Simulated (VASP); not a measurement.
Input of a VASP 6.6.1 run:

Contents of INCAR:

```
SYSTEM = Ba
PREC     = Accurate       ! precision mode
ENCUT    = 520            ! plane-wave cutoff, eV
EDIFF    = 1E-6           ! SCF threshold, eV
ISMEAR   = 0              ! smearing method
SIGMA    = 0.1            ! smearing width, eV
LREAL    = .False.        ! projectors in reciprocal space
LASPH    = .True.         ! aspherical terms in the spheres
NELM     = 80             ! most SCF steps
ALGO     = Fast           ! electronic algorithm
ISIF     = 2              ! what is computed and relaxed
LWAVE    = .False.        ! write WAVECAR
LCHARG   = .True.         ! write CHGCAR
GGA      = PE             ! functional
LELF     = .True.         ! ELF
LVHAR    = .True.       
NBANDS   = 11             ! bands
```

KPOINTS

```
regular mesh
0
Gamma
  16 16 16
  0 0 0
```

The input POSCAR:

```
Ba
1.0
   -2.5095269259      2.5104610201      2.5118918834
    2.5095269259     -2.5104610201      2.5118918834
    2.5095269259      2.5104610201     -2.5118918834
Ba
1
Direct
    0.0000000000      0.0000000000      0.0000000000
```

Potentials or basis: VASP PAW PBE potentials, release 64 (Ba_sv).

Launch:

```console
$ cat potpaw_PBE.64/Ba_sv/POTCAR > POTCAR
$ mpirun -np 1 vasp_std > vasp.out
```

What does it give for the band gap on the k mesh?

Zero (band 5 reaches 2.15 eV, above the bottom of band 6 at 1.09 eV).

Estimate the pressure.

0.1 GPa.

Caveat: spin-orbit coupling is left out, which moves the levels of the heavy elements.
